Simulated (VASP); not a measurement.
Input of a VASP 6.6.1 run:

INCAR

```
SYSTEM = SnO2
PREC = Accurate
ENCUT = 520
EDIFF = 1E-6
ISMEAR = 0
SIGMA = 0.05
LREAL = .False.
LASPH = .True.
NELM = 100
ALGO = Normal
ISIF = 2
LWAVE = .False.
LCHARG = .False.
GGA = PE
IVDW = 12
NBANDS = 35
```

The input KPOINTS:

```
regular mesh
0
Gamma
  12 12 4
  0 0 0
```

Contents of POSCAR:

```
SnO2
1.0
    3.2111798104      0.0000000000      0.0000000000
   -1.6055899052      2.7809632919      0.0000000000
    0.0000000000      0.0000000000     10.3330629359
Sn O
2 4
Direct
    0.0000000000      0.0000000000      0.5000000000
    0.0000000000      0.0000000000      0.0000000000
    0.6666666667      0.3333333333      0.4017901351
    0.6666666667      0.3333333333      0.0982098649
    0.3333333333      0.6666666667      0.5982098649
    0.3333333333      0.6666666667      0.9017901351
```

Potentials or basis: VASP PAW PBE potentials, release 64 (Sn_d, O).

Run with:

```console
$ cat potpaw_PBE.64/Sn_d/POTCAR potpaw_PBE.64/O/POTCAR > POTCAR
$ mpirun -np 1 vasp_std > vasp.out
```

Q: Predict the largest force.

A: 0.054 eV/Å.

Q: What does it give for the pressure?

A: 0.6 GPa.

Q: Estimate the band gap on the k mesh.

A: 2.06 eV, indirect (least direct gap 2.43 eV).

Stress tensor (GPa, compression positive):
```
0.74 0.00 0.00
0.00 0.74 0.00
0.00 0.00 0.21
```

Caveat: spin-orbit coupling is left out, which moves the levels of the heavy elements. Expect the measured gap to be larger: semilocal functionals such as PBE lack the derivative discontinuity.
